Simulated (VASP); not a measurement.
Runs of VASP 6.6.1 on CaPb3S4. The structure is that of space group Pm-3m (No. 221), or close to it. The cells are those of the table. 

| level | cell | gap on the mesh (eV) | pressure (GPa) |
| --- | --- | --- | --- |
| PBE | a = 5.923 Å, 8 atoms | 0.43 | 0.8 |
| PBE | a = 5.831 Å, 8 atoms | 0.26 | 3.8 |
| PBE | a = 5.953 Å, 8 atoms | 0.48 | 0.0 |
| PBE | a = 6.069 Å, 8 atoms | 0.65 | (a) |
| r2SCAN | a = 5.802 Å, 8 atoms | 0.45 | (c) |
| PBE | a = 5.892 Å, 8 atoms | 0.37 | 1.7 |
| PBE | a = 6.012 Å, 8 atoms | (b) | -1.5 |

Alike in all rows: task single point; potentials or basis VASP PAW PBE potentials, release 64 (Pb_d, S, Ca_sv); no spin polarisation; k mesh 4 × 4 × 4; cutoff (eV) 520; smearing gaussian 0.01 eV.

Problem. Estimate the missing entries.

Solution. (a) -2.8; (b) 0.57; (c) 4.1.

Caveats: spin-orbit coupling is left out, which moves the levels of the heavy elements; the cell stands under pressure (at least some runs); the PAW data sets were made with another functional, which shifts forces and pressure a little (at least some runs).

A k mesh can miss the band edges, and the runs leave out spin-orbit coupling on Pb.
